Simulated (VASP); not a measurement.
Runs of VASP 6.6.1 on Ca. The structure is that of space group P6_3/mmc (No. 194), or close to it. The cells are those of the table. 

| cell | gap on the mesh (eV) | pressure (GPa) | largest force (eV/Å) |
| --- | --- | --- | --- |
| a = 3.900, b = 3.900, c = 6.465 Å, angles 90.0, 90.0, 119.7°, 2 atoms | none | -0.8 | 0.02 |
| a = 3.860, b = 3.860, c = 6.399 Å, angles 90.0, 90.0, 119.7°, 2 atoms | none | -0.2 | 0.02 |
| a = 3.978, b = 3.978, c = 6.595 Å, angles 90.0, 90.0, 119.7°, 2 atoms | none | (a) | 0.02 |
| a = 4.016, b = 4.016, c = 6.658 Å, angles 90.0, 90.0, 119.7°, 2 atoms | none | -1.9 | 0.01 |
| a = 3.939, b = 3.939, c = 6.531 Å, angles 90.0, 90.0, 119.7°, 2 atoms | none | (b) | 0.02 |

Alike in all rows: task single point; level PBEsol; potentials or basis VASP PAW PBE potentials, release 64 (Ca_sv); no spin polarisation; k mesh 9 × 9 × 5; cutoff (eV) 520; smearing gaussian 0.15 eV.

Problem. Fill in the values left out.

Solution. (a) -1.6; (b) -1.2.

Caveats: the PAW data sets were made with another functional, which shifts forces and pressure a little.

A gap of «none» marks levels without a gap at the run's occupations.
